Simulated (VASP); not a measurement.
# Na3ZnO (Pm-3m) in VASP: single point with PBE

Aim: the single point of Na3ZnO with PBE.

Program: VASP 6.6.1. These are calculated values, not measurements. Logs are shortened: lines on timing, memory, paths and dates and some standing lists are left out, and cuts for length are marked.

### 1 The cell of the first run

The structure is cubic, space group Pm-3m (No. 221). The conventional cell has a = 4.456 Å, b = 4.456 Å, c = 4.456 Å, α = 90.00°, β = 90.00°, γ = 90.00°. Within 2.9 Å of Na (site symmetry 4/mmm) lie 2 O at 2.23 Å. Zn (site symmetry m-3m) has 12 Na at 3.15 Å and 8 O at 3.86 Å within 4.1 Å. O (site symmetry m-3m) has 6 Na at 2.23 Å within 2.9 Å.

### 2 Single point, PBE

File INCAR:

```
SYSTEM = Na3ZnO
PREC = Accurate
ENCUT = 520
EDIFF = 1E-6
ISMEAR = 0
SIGMA = 0.1
LREAL = .False.
LASPH = .True.
NELM = 60
ALGO = Normal
ISIF = 2
LWAVE = .False.
LCHARG = .False.
GGA = PE
NBANDS = 28
```

File KPOINTS:

```
Automatic mesh
0
Gamma
  4 4 4
  0 0 0
```

File POSCAR:

```
Na3ZnO
1.0
    4.4563086900      0.0000000000      0.0000000000
    0.0000000000      4.4563086900      0.0000000000
    0.0000000000      0.0000000000      4.4563086900
Na Zn O
3 1 1
Direct
    0.5000000000      0.5000000000      0.0000000000
    0.5000000000      0.0000000000      0.5000000000
    0.0000000000      0.5000000000      0.5000000000
    0.0000000000      0.0000000000      0.0000000000
    0.5000000000      0.5000000000      0.5000000000
```

Potentials or basis: VASP PAW PBE potentials, release 64 (Na_pv, Zn, O).

The run is started by

```sh
cat potpaw_PBE.64/Na_pv/POTCAR potpaw_PBE.64/Zn/POTCAR potpaw_PBE.64/O/POTCAR > POTCAR
mpirun -np 1 vasp_std > vasp.out
```

OUTCAR:

```text
SYSTEM = Na3ZnO
   PREC = Accurate
   ENCUT = 520
   EDIFF = 1E-6
   ISMEAR = 0
   LREAL = .False.
   LASPH = .True.
   NELM = 60
   ISIF = 2
   GGA = PE

 ion  position               nearest neighbor table
   1  0.500  0.500  0.000-   5 2.23   5 2.23
   2  0.500  0.000  0.500-   5 2.23   5 2.23
   3  0.000  0.500  0.500-   5 2.23   5 2.23
   4  0.000  0.000  0.000-
   5  0.500  0.500  0.500-   1 2.23   2 2.23   3 2.23   1 2.23   2 2.23   3 2.23

  LATTYP: Found a simple cubic cell.
 ALAT       =     4.4563086900

  Lattice vectors:

 A1 = (   4.4563086900,   0.0000000000,   0.0000000000)
 A2 = (   0.0000000000,   4.4563086900,   0.0000000000)
 A3 = (   0.0000000000,   0.0000000000,   4.4563086900)

Analysis of symmetry for initial positions (statically):
=====================================================================
 Subroutine PRICEL returns:
 Original cell was already a primitive cell.

 Routine SETGRP: Setting up the symmetry group for a
 simple cubic supercell.

 Subroutine GETGRP returns: Found 48 space group operations
 (whereof 48 operations were pure point group operations)
 out of a pool of 48 trial point group operations.

The static configuration has the point symmetry O_h .

Analysis of symmetry for dynamics (positions and initial velocities):
=====================================================================
 Subroutine PRICEL returns:
 Original cell was already a primitive cell.

 Routine SETGRP: Setting up the symmetry group for a
 simple cubic supercell.

 Subroutine GETGRP returns: Found 48 space group operations
 (whereof 48 operations were pure point group operations)
 out of a pool of 48 trial point group operations.

The dynamic configuration has the point symmetry O_h .

 Subroutine INISYM returns: Found 48 space group operations
 (whereof 48 operations are pure point group operations),
 and found     1 'primitive' translations

----------------------------------------------------------------------------------------

                                     Primitive cell

  volume of cell :      88.4964

  direct lattice vectors                    reciprocal lattice vectors
     4.456308690  0.000000000  0.000000000     0.224400972  0.000000000  0.000000000
     0.000000000  4.456308690  0.000000000     0.000000000  0.224400972  0.000000000
     0.000000000  0.000000000  4.456308690     0.000000000  0.000000000  0.224400972
[... 75 lines left out ...]
   EDIFF  = 0.1E-05   stopping-criterion for ELM
   LREAL  =      F    real-space projection
   EDIFFG = 0.1E-04   stopping-criterion for IOM
   NSW    =      0    number of steps for IOM
   IBRION =     -1    ionic relax: 0-MD 1-quasi-New 2-CG
   NFREE  =      0    steps in history (QN), initial steepest desc. (CG)
   ISIF   =      2    stress and relaxation
   ISYM   =      2    0-nonsym 1-usesym 2-fastsym
   POTIM  = 0.5000    time-step for ionic-motion
   TEBEG  =    0.0;   TEEND  =   0.0 temperature during run
   PSTRESS=    0.0 pullay stress
   NELECT =      39.0000    total number of electrons
   NUPDOWN=      -1.0000    fix difference up-down
   EMIN   =  10.00;   EMAX   =-10.00  energy-range for DOS
   EFERMI =   0.00;   METHOD = LEGACY
   ISMEAR =     0;   SIGMA  =   0.10  broadening in eV -4-tet -1-fermi 0-gaus
   EFERMI_NEDOS =   21; number of points for ismear=-14 and -15
   IALGO  =     38    algorithm
   IMIX   =      4    mixing-type and parameters
     AMIX     =   0.40;   BMIX     =  1.00
     AMIX_MAG =   1.60;   BMIX_MAG =  1.00
  volume/ion in A,a.u.               =      17.70       119.44
  Fermi-wavevector in a.u.,A,eV,Ry     =   1.245818  2.354254 21.117076  1.552061
  Thomas-Fermi vector in A             =   2.380023
   LORBIT       =      0    0 simple, 1 ext, 2 COOP (PROOUT), +10 PAW based schemes
   GGA     = PE    functional components
   LHFCALC =     F    Hartree Fock is set to
   AEXX    =    0.0000 exact exchange contribution
   IVDW    =     0    specifies the selected vdW correction
   LEPSILON=     F    determine dielectric tensor
   LRPA    =     F    only Hartree local field effects (RPA)
 non-spin polarized calculation
 Gauss-broadening in eV      SIGMA  =   0.10
  energy-cutoff  :      520.00
  volume of cell :       88.50
 maximum number of plane-waves:      2409
 NGX is ok and might be reduce to    36
   NGX = 17   NGY = 17   NGZ = 17

 number of electron      38.9999997 magnetization

 Free energy of the ion-electron system (eV)
  ---------------------------------------------------
  ext. energy  EPLUGINS =         0.00000000
  ---------------------------------------------------
  free energy    TOTEN  =       -12.68572812 eV

  energy without entropy =      -12.67864371  energy(sigma->0) =      -12.68218592

 E-fermi :   2.0187     XC(G=0):  -8.8161

 val. band max:        1.8600274603   @ k =   0.5000   0.5000   0.5000
 cond. band min:       2.0858378096   @ k =   0.5000   0.5000   0.2500
 fundamental gap:      0.2258103493
 Fermi energy:         2.0186541743

 k-point     1 :       0.0000    0.0000    0.0000
  band No.  band energies     occupation
      1     -21.7209      2.00000
      2     -21.7209      2.00000
      3     -21.7209      2.00000
      4     -21.6747      2.00000
      5     -21.6747      2.00000
      6     -21.6747      2.00000
[... 299 lines left out ...]
     27      14.7973      0.00000
     28      14.7973      0.00000

------------------------ aborting loop because EDIFF is reached ----------------------------------------

  FORCE on cell =-STRESS in cart. coord.  units (eV):
  Direction    XX          YY          ZZ          XY          YZ          ZX
  --------------------------------------------------------------------------------------
  -------------------------------------------------------------------------------------
  Total        3.0443350      3.0443350      3.0443350      0.0000000      0.0000000     -0.0000000
  in kB       55.1159413     55.1159413     55.1159413      0.0000000      0.0000000     -0.0000000
  external PRESSURE =      55.1159413 kB  Pullay stress =       0.0000000 kB

 VOLUME and BASIS-vectors are now :
 -----------------------------------------------------------------------------
  energy-cutoff  :      520.00
  volume of cell :       88.50
      direct lattice vectors                 reciprocal lattice vectors
     4.456308690  0.000000000  0.000000000     0.224400972  0.000000000  0.000000000
     0.000000000  4.456308690  0.000000000     0.000000000  0.224400972  0.000000000
     0.000000000  0.000000000  4.456308690     0.000000000  0.000000000  0.224400972

 POSITION                                       TOTAL-FORCE (eV/Angst)
 -----------------------------------------------------------------------------------
      2.22815      2.22815      0.00000         0.000000      0.000000      0.000000
      2.22815      0.00000      2.22815         0.000000      0.000000      0.000000
      0.00000      2.22815      2.22815         0.000000      0.000000      0.000000
      0.00000      0.00000      0.00000         0.000000      0.000000      0.000000
      2.22815      2.22815      2.22815         0.000000      0.000000      0.000000
 -----------------------------------------------------------------------------------
    total drift:                                0.000000      0.000000      0.000000

  FREE ENERGIE OF THE ION-ELECTRON SYSTEM (eV)
  ---------------------------------------------------
  free  energy   TOTEN  =       -12.6857281225 eV

  energy  without entropy=      -12.6786437147  energy(sigma->0) =      -12.68218592
```

stdout:

```text
POSCAR found type information on POSCAR NaZnO
 POSCAR found :  3 types and       5 ions
 scaLAPACK will be used
 LDA part: xc-table for (Slater+PW92), standard interpolation
 POSCAR, INCAR and KPOINTS ok, starting setup
 FFT: planning ... GRIDC
 FFT: planning ... GRID_SOFT
 FFT: planning ... GRID
 WAVECAR not read
 entering main loop
```

It took 10 s on 1 thread of Intel Xeon 6975P-C (Granite Rapids), shared host; peak memory 0.2 GiB.

What came out:

| Quantity | Value |
| --- | --- |
| Free energy | -12.6857 eV |
| Pressure | 5.5 GPa |

Levels at points of the mesh, in eV from the Fermi level:
```csv
k point,band 15,band 16,band 17,band 18,band 19,band 20,band 21,band 22,band 23,band 24
"(0.00, 0.00, 0.00)",-7.72,-5.41,-2.27,-2.27,-2.27,2.53,2.53,2.53,3.93,3.93
"(0.50, 0.00, 0.00)",-7.72,-5.01,-2.17,-2.17,-1.93,-1.35,2.43,2.43,4.69,6.30
"(0.50, 0.50, 0.00)",-7.70,-3.93,-3.09,-3.09,-2.15,0.25,0.25,3.05,3.61,5.74
"(0.50, 0.50, 0.50)",-7.70,-3.25,-2.69,-2.69,-2.69,-0.16,-0.16,-0.16,5.11,5.11
```

Caveat: an odd number of electrons without spin polarisation forces a metal; a magnetic or distorted state may lie lower.
